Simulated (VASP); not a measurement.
Set up this calculation in VASP 6.6.1, as the native input.

```
Task                   : single point
Functional             : PBE
Potentials or basis    : VASP PAW PBE potentials, release 64 (Sb)
Cutoff                 : 520 eV
k mesh                 : 22 × 22 × 22
Occupations            : gaussian, width 0.1 eV
Spin                   : no spin polarisation
Dipole correction      : no
Further INCAR settings : ALGO = Normal; EDIFF = 1e-06; NBANDS = 8
```

The structure of Sb lies in POSCAR:

```
Sb
1.0
   -1.8953575621      1.8948594273      1.8948706952
    1.8953575621     -1.8948594273      1.8948706952
    1.8953575621      1.8948594273     -1.8948706952
Sb
1
Direct
    0.0000000000      0.0000000000      0.0000000000
```

The cell was generated, and may not be a known phase.

One way to write it, as run:

INCAR

```
SYSTEM = Sb
ALGO = Normal ; EDIFF = 1E-6
ENCUT = 520 ; GGA = PE
ISIF = 2 ; ISMEAR = 0
LASPH = .TRUE. ; LCHARG = .FALSE.
LREAL = .FALSE. ; LWAVE = .FALSE.
NBANDS = 8 ; NELM = 100
PREC = Accurate ; SIGMA = 0.1
```

KPOINTS

```
k-points
0
G
  22 22 22
  0 0 0
```

Potentials or basis: VASP PAW PBE potentials, release 64 (Sb).

Command:

```console
$ cat potpaw_PBE.64/Sb/POTCAR > POTCAR
$ mpirun -np 1 vasp_std > vasp.out
```

It gave:

```yaml
Pressure: -0.1 GPa
Band_gap_on_the_k_mesh: zero (an odd number of electrons rules out a gap without spin polarisation)
```

Caveat: spin-orbit coupling is left out, which moves the levels of the heavy elements.

Wall time 51 s on 1 thread of Intel(R) Xeon(R) Platinum 8375C CPU @ 2.90GHz (Ice Lake), with other jobs on the host, peak memory 0.28 GiB.
